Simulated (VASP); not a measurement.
# BaHfO3 (Pm-3m) in VASP: dielectric tensor with r2SCAN

Aim: the dielectric tensor of BaHfO3 with r2SCAN.

All numbers are computed with VASP 6.6.1; they aren't measurements. Logs are shortened: lines on timing, memory, paths and dates and some standing lists are left out, and cuts for length are marked.

### 1 The cell of the first run

The structure is cubic, space group Pm-3m (No. 221). Conventional cell: a = 4.135 Å, b = 4.135 Å, c = 4.135 Å, α = 90.00°, β = 90.00°, γ = 90.00°. Within 3.9 Å of Ba (site symmetry m-3m) lie 12 O at 2.92 Å and 8 Hf at 3.58 Å. Within 2.7 Å of Hf (site symmetry m-3m) lie 6 O at 2.07 Å. O (site symmetry 4/mmm) has 2 Hf at 2.07 Å within 2.7 Å.

### 2 Dielectric tensor, r2SCAN (strain -1.0%)

Contents of INCAR:

```
ALGO = Normal
EDIFF = 1E-8
ENCUT = 520
ISIF = 2
ISMEAR = 0
LASPH = True
LCALCEPS = True
LCHARG = False
LMIXTAU = True
LREAL = False
LWAVE = False
METAGGA = R2SCAN
NELM = 60
PREC = Accurate
SIGMA = 0.01
```

Contents of KPOINTS:

```
k-points
0
Gamma
  6 6 6
```

Contents of POSCAR:

```
BaHfO3
1.0
    4.1352881831      0.0000000000      0.0000000000
    0.0000000000      4.1352881831      0.0000000000
    0.0000000000      0.0000000000      4.1352881831
Ba Hf O
1 1 3
Direct
    0.0000000000      0.0000000000      0.0000000000
    0.5000000000      0.5000000000      0.5000000000
    0.5000000000      0.5000000000      0.0000000000
    0.5000000000      0.0000000000      0.5000000000
    0.0000000000      0.5000000000      0.5000000000
```

Potentials or basis: VASP PAW PBE potentials, release 64 (Ba_sv, Hf_pv, O).

The run is started by

```
$ cat potpaw_PBE.64/Ba_sv/POTCAR potpaw_PBE.64/Hf_pv/POTCAR potpaw_PBE.64/O/POTCAR > POTCAR
$ mpirun -np 1 vasp_std > vasp.out
```

OUTCAR:

```text
EDIFF = 1E-8
   ENCUT = 520
   ISIF = 2
   ISMEAR = 0
   LASPH = True
   LREAL = False
   METAGGA = R2SCAN
   NELM = 60
   PREC = Accurate

 ion  position               nearest neighbor table
   1  0.000  0.000  0.000-   3 2.92   4 2.92   5 2.92   4 2.92   5 2.92   3 2.92   5 2.92   5 2.92
                             3 2.92   4 2.92   4 2.92   3 2.92   2 3.58   2 3.58   2 3.58   2 3.58
   2  0.500  0.500  0.500-   3 2.07   4 2.07   5 2.07   3 2.07   4 2.07   5 2.07   1 3.58   1 3.58
                             1 3.58   1 3.58   1 3.58   1 3.58   1 3.58   1 3.58
   3  0.500  0.500  0.000-   2 2.07   2 2.07   1 2.92   1 2.92   1 2.92   1 2.92
   4  0.500  0.000  0.500-   2 2.07   2 2.07   1 2.92   1 2.92   1 2.92   1 2.92
   5  0.000  0.500  0.500-   2 2.07   2 2.07   1 2.92   1 2.92   1 2.92   1 2.92

  LATTYP: Found a simple cubic cell.
 ALAT       =     4.1352881831

  Lattice vectors:

 A1 = (   4.1352881831,   0.0000000000,   0.0000000000)
 A2 = (   0.0000000000,   4.1352881831,   0.0000000000)
 A3 = (   0.0000000000,   0.0000000000,   4.1352881831)

Analysis of symmetry for initial positions (statically):
=====================================================================
 Subroutine PRICEL returns:
 Original cell was already a primitive cell.

 Routine SETGRP: Setting up the symmetry group for a
 simple cubic supercell.

 Subroutine GETGRP returns: Found 48 space group operations
 (whereof 48 operations were pure point group operations)
 out of a pool of 48 trial point group operations.

The static configuration has the point symmetry O_h .

Analysis of symmetry for dynamics (positions and initial velocities):
=====================================================================
 Subroutine PRICEL returns:
 Original cell was already a primitive cell.

 Routine SETGRP: Setting up the symmetry group for a
 simple cubic supercell.

 Subroutine GETGRP returns: Found 48 space group operations
 (whereof 48 operations were pure point group operations)
 out of a pool of 48 trial point group operations.

The dynamic configuration has the point symmetry O_h .

 Subroutine INISYM returns: Found 48 space group operations
 (whereof 48 operations are pure point group operations),
 and found     1 'primitive' translations

----------------------------------------------------------------------------------------

                                     Primitive cell

  volume of cell :      70.7159

  direct lattice vectors                    reciprocal lattice vectors
     4.135288183  0.000000000  0.000000000     0.241821115  0.000000000  0.000000000
     0.000000000  4.135288183  0.000000000     0.000000000  0.241821115  0.000000000
     0.000000000  0.000000000  4.135288183     0.000000000  0.000000000  0.241821115

  length of vectors
     4.135288183  4.135288183  4.135288183     0.241821115  0.241821115  0.241821115

  position of ions in fractional coordinates (direct lattice)
     0.000000000  0.000000000  0.000000000
     0.500000000  0.500000000  0.500000000
     0.500000000  0.500000000  0.000000000
     0.500000000  0.000000000  0.500000000
     0.000000000  0.500000000  0.500000000

  ion indices of the primitive-cell ions
   primitive index   ion index
                 1           1
                 2           2
                 3           3
                 4           4
                 5           5

----------------------------------------------------------------------------------------

 KPOINTS: k-points

Automatic generation of k-mesh.
 Grid dimensions read from file:
 generate k-points for:    6    6    6

 Generating k-lattice:

  Cartesian coordinates                     Fractional coordinates (reciprocal lattice)
     0.040303519  0.000000000  0.000000000     0.166666667  0.000000000  0.000000000
     0.000000000  0.040303519  0.000000000     0.000000000  0.166666667  0.000000000
     0.000000000  0.000000000  0.040303519     0.000000000  0.000000000  0.166666667

  Length of vectors
     0.040303519  0.040303519  0.040303519

  Shift w.r.t. Gamma in fractional coordinates (k-lattice)
     0.000000000  0.000000000  0.000000000

 Subroutine IBZKPT returns following result:
 ===========================================

 Found     20 irreducible k-points:

 Following reciprocal coordinates:
            Coordinates               Weight
  0.000000  0.000000  0.000000      1.000000
  0.166667  0.000000  0.000000      6.000000
  0.333333  0.000000  0.000000      6.000000
  0.500000  0.000000  0.000000      3.000000
  0.166667  0.166667  0.000000     12.000000
  0.333333  0.166667  0.000000     24.000000
[... 12 lines left out ...]
  0.500000  0.500000  0.333333      6.000000
  0.500000  0.500000  0.500000      1.000000
   k-points           NKPTS =     20   k-points in BZ     NKDIM =     20   number of bands    NBANDS=     23
   number of dos      NEDOS =    301   number of ions     NIONS =      5
   total plane-waves  NPLWV =  32768
   dimension x,y,z NGX =    32 NGY =   32 NGZ =   32
   dimension x,y,z NGXF=    64 NGYF=   64 NGZF=   64
   ions per type =               1   1   3
   NGX,Y,Z   is equivalent  to a cutoff of  12.86, 12.86, 12.86 a.u.
   NGXF,Y,Z  is equivalent  to a cutoff of  25.73, 25.73, 25.73 a.u.
 SYSTEM =  unknown system
   PREC   = accura    normal or accurate (medium, high low for compatibility)
   ISTART =      0    job   : 0-new  1-cont  2-samecut
   ICHARG =      2    charge: 1-file 2-atom 10-const
   ISPIN  =      1    spin polarized calculation?
   LNONCOLLINEAR =      F non collinear calculations
   LSORBIT =      F    spin-orbit coupling
   LASPH  =      T    aspherical Exc in radial PAW
   ENCUT  =  520.0 eV  38.22 Ry    6.18 a.u.   7.69  7.69  7.69*2*pi/ulx,y,z
   NELM   =     60;   NELMIN=  2; NELMDL= -5     # of ELM steps
   EDIFF  = 0.1E-07   stopping-criterion for ELM
   LREAL  =      F    real-space projection
   EDIFFG = 0.1E-06   stopping-criterion for IOM
   NSW    =      0    number of steps for IOM
   IBRION =     -1    ionic relax: 0-MD 1-quasi-New 2-CG
   NFREE  =      0    steps in history (QN), initial steepest desc. (CG)
   ISIF   =      2    stress and relaxation
   ISYM   =      2    0-nonsym 1-usesym 2-fastsym
   POTIM  = 0.5000    time-step for ionic-motion
   TEBEG  =    0.0;   TEEND  =   0.0 temperature during run
   PSTRESS=    0.0 pullay stress
   NELECT =      38.0000    total number of electrons
   NUPDOWN=      -1.0000    fix difference up-down
   EMIN   =  10.00;   EMAX   =-10.00  energy-range for DOS
   EFERMI =   0.00;   METHOD = LEGACY
   ISMEAR =     0;   SIGMA  =   0.01  broadening in eV -4-tet -1-fermi 0-gaus
   EFERMI_NEDOS =   21; number of points for ismear=-14 and -15
   IALGO  =     38    algorithm
   IMIX   =      4    mixing-type and parameters
     AMIX     =   0.40;   BMIX     =  1.00
     AMIX_MAG =   1.60;   BMIX_MAG =  1.00
  volume/ion in A,a.u.               =      14.14        95.44
  Fermi-wavevector in a.u.,A,eV,Ry     =   1.330956  2.515141 24.101944  1.771443
  Thomas-Fermi vector in A             =   2.460003
   LORBIT       =      0    0 simple, 1 ext, 2 COOP (PROOUT), +10 PAW based schemes
   METAGGA = R2SCAN    functional components
   LHFCALC =     F    Hartree Fock is set to
   AEXX    =    0.0000 exact exchange contribution
   IVDW    =     0    specifies the selected vdW correction
   LEPSILON=     F    determine dielectric tensor
   LRPA    =     F    only Hartree local field effects (RPA)
   LRPA       =     F
 non-spin polarized calculation
 Gauss-broadening in eV      SIGMA  =   0.01
  energy-cutoff  :      520.00
  volume of cell :       70.72
 maximum number of plane-waves:      1935
 NGX is ok and might be reduce to    32
   NGX = 15   NGY = 15   NGZ = 15

 Total electronic dipole moment: p[elc]=(     4.14828     4.13529    -4.13529 ) |e| Angst

 number of electron      38.0000021 magnetization

 Free energy of the ion-electron system (eV)
  ---------------------------------------------------
  ext. energy  EPLUGINS =         0.00000000
  ---------------------------------------------------
  free energy    TOTEN  =      -108.02136301 eV

  energy without entropy =     -108.02136301  energy(sigma->0) =     -108.02136301

 E-fermi :   2.3774     XC(G=0): -11.6071

 val. band max:        2.2807155114   @ k =   0.5000   0.5000   0.5000
 cond. band min:   10000.0000000000   @ k =   0.0000   0.0000   0.0000
 fundamental gap:   9997.7192844886
 Fermi energy:         2.3773937989

 k-point     1 :       0.0000    0.0000    0.0000
  band No.  band energies     occupation
      1     -27.2963      2.00000
      2     -27.2963      2.00000
      3     -27.2963      2.00000
      4     -23.5677      2.00000
      5     -15.4291      2.00000
      6     -14.9372      2.00000
[... 15 lines left out ...]
     22   10000.0000      0.00000
     23   10000.0000      0.00000

 k-point     2 :       0.1667    0.0000    0.0000
  band No.  band energies     occupation
      1     -27.3400      2.00000
      2     -27.2951      2.00000
      3     -27.2951      2.00000
      4     -23.5444      2.00000
      5     -15.4183      2.00000
      6     -14.9310      2.00000
[... 15 lines left out ...]
     22   10000.0000      0.00000
     23   10000.0000      0.00000

 k-point     3 :       0.3333    0.0000    0.0000
  band No.  band energies     occupation
      1     -27.4251      2.00000
      2     -27.2927      2.00000
      3     -27.2927      2.00000
      4     -23.4980      2.00000
      5     -15.5035      2.00000
      6     -14.9184      2.00000
[... 15 lines left out ...]
     22   10000.0000      0.00000
     23   10000.0000      0.00000
[... 495 lines left out ...]
 k-point    23 :       0.0000    0.0000    0.5000
  band No.  band energies     occupation
      1     -27.4664      2.00000
      2     -27.2915      2.00000
      3     -27.2915      2.00000
      4     -23.4749      2.00000
      5     -15.5624      2.00000
      6     -14.9117      2.00000
[... 15 lines left out ...]
     22   10000.0000      0.00000
     23   10000.0000      0.00000

 k-point    24 :       0.0000    0.1667    0.1667
  band No.  band energies     occupation
      1     -27.3401      2.00000
      2     -27.3366      2.00000
      3     -27.2939      2.00000
      4     -23.5247      2.00000
      5     -15.3592      2.00000
      6     -14.8290      2.00000
[... 15 lines left out ...]
     22   10000.0000      0.00000
     23   10000.0000      0.00000

 [... further k-points ...]

------------------------ aborting loop because EDIFF is reached ----------------------------------------

            Ionic dipole moment: p[ion]=(   -45.48817   -45.48817   -45.48817 ) |e| Angst

 Total electronic dipole moment: p[elc]=(     4.13529     4.13529     4.14828 ) |e| Angst

 MACROSCOPIC STATIC DIELECTRIC TENSOR (including local field effects)
 ------------------------------------------------------
           4.324467     0.000000    -0.000000
           0.000000     4.324467     0.000000
           0.000000     0.000000     4.324467
 ------------------------------------------------------

 PIEZOELECTRIC TENSOR (including local field effects) (e Angst)
          XX          YY          ZZ          XY          YZ          ZX
  --------------------------------------------------------------------------------
  x     0.00000     0.00000     0.00000     0.00000     0.00000     0.00000
  y     0.00000     0.00000     0.00000     0.00000     0.00000     0.00000
  z     0.00000     0.00000     0.00000     0.00000     0.00000     0.00000

 PIEZOELECTRIC TENSOR (including local field effects) (C/m^2)
          XX          YY          ZZ          XY          YZ          ZX
  --------------------------------------------------------------------------------
  x     0.00000     0.00000     0.00000     0.00000     0.00000     0.00000
  y     0.00000     0.00000     0.00000     0.00000     0.00000     0.00000
  z     0.00000     0.00000     0.00000     0.00000     0.00000     0.00000

 BORN EFFECTIVE CHARGES (including local field effects) (in |e|, cummulative output)
 ---------------------------------------------------------------------------------
 ion    1
    1     2.69801     0.00000     0.00000
    2     0.00000     2.69801     0.00000
    3     0.00000    -0.00000     2.69801
 ion    2
    1     5.75614    -0.00000    -0.00000
    2    -0.00000     5.75614    -0.00000
    3     0.00000     0.00000     5.75614
 ion    3
    1    -1.99195    -0.00000     0.00000
    2    -0.00000    -1.99195     0.00000
    3    -0.00000    -0.00000    -4.47025
 ion    4
    1    -1.99195     0.00000     0.00000
    2    -0.00000    -4.47025    -0.00000
    3     0.00000    -0.00000    -1.99195
 ion    5
    1    -4.47025     0.00000     0.00000
    2     0.00000    -1.99195     0.00000
    3     0.00000     0.00000    -1.99195

  FORCE on cell =-STRESS in cart. coord.  units (eV):
  Direction    XX          YY          ZZ          XY          YZ          ZX
  --------------------------------------------------------------------------------------
  -------------------------------------------------------------------------------------
  Total        2.1299178      2.1299178      2.1299178      0.0000000      0.0000000     -0.0000000
  in kB       48.2565289     48.2565289     48.2565289      0.0000000      0.0000000     -0.0000000
  external PRESSURE =      48.2565289 kB  Pullay stress =       0.0000000 kB

 VOLUME and BASIS-vectors are now :
 -----------------------------------------------------------------------------
  energy-cutoff  :      520.00
  volume of cell :       70.72
      direct lattice vectors                 reciprocal lattice vectors
     4.135288183  0.000000000  0.000000000     0.241821115  0.000000000  0.000000000
     0.000000000  4.135288183  0.000000000     0.000000000  0.241821115  0.000000000
     0.000000000  0.000000000  4.135288183     0.000000000  0.000000000  0.241821115

 POSITION                                       TOTAL-FORCE (eV/Angst)
 -----------------------------------------------------------------------------------
      0.00000      0.00000      0.00000         0.000000      0.000000      0.000000
      2.06764      2.06764      2.06764         0.000000      0.000000      0.000000
      2.06764      2.06764      0.00000         0.000000      0.000000      0.000000
      2.06764      0.00000      2.06764         0.000000      0.000000      0.000000
      0.00000      2.06764      2.06764         0.000000      0.000000      0.000000
 -----------------------------------------------------------------------------------
    total drift:                                0.000000     -0.000000     -0.000000

  FREE ENERGIE OF THE ION-ELECTRON SYSTEM (eV)
  ---------------------------------------------------
  free  energy   TOTEN  =      -108.0213630149 eV

  energy  without entropy=     -108.0213630149  energy(sigma->0) =     -108.02136301
```

Run time: 26 min. Hardware: 1 thread of Intel Xeon Platinum 8488C (Sapphire Rapids), shared host; peak memory 0.42 GiB.

Results:

| Property | Result |
| --- | --- |
| Band gap on the k mesh | 4.17 eV (least direct gap 4.38 eV) |
| Electronic dielectric tensor (diagonal) | 4.32 |
| Born charges (mean of the diagonal) | Ba +2.70; Hf +5.76; O -2.82 e |

Electronic dielectric tensor:
```
4.32 0.00 0.00
0.00 4.32 0.00
0.00 0.00 4.32
```

Born effective charge tensors (e):
atom 1, Ba
```
2.70 0.00 0.00
0.00 2.70 0.00
0.00 0.00 2.70
```
atom 2, Hf
```
5.76 0.00 0.00
0.00 5.76 0.00
0.00 0.00 5.76
```
atom 3, O
```
-1.99  0.00  0.00
 0.00 -1.99  0.00
 0.00  0.00 -4.47
```
atom 4, O
```
-1.99  0.00  0.00
 0.00 -4.47  0.00
 0.00  0.00 -1.99
```
atom 5, O
```
-4.47  0.00  0.00
 0.00 -1.99  0.00
 0.00  0.00 -1.99
```

Dipole moments of the cell (e·Å, modulo the quantum): ionic -45.488, -45.488, -45.488; electronic 4.135, 4.135, 4.148

Caveat: the cell differs from its parent crystal (strain -1.0%); the PAW data sets were made with another functional, which shifts forces and pressure a little; spin-orbit coupling is left out, which moves the levels of the heavy elements.

The gap in the log of VASP goes by the Fermi energy; the results here count the filled bands.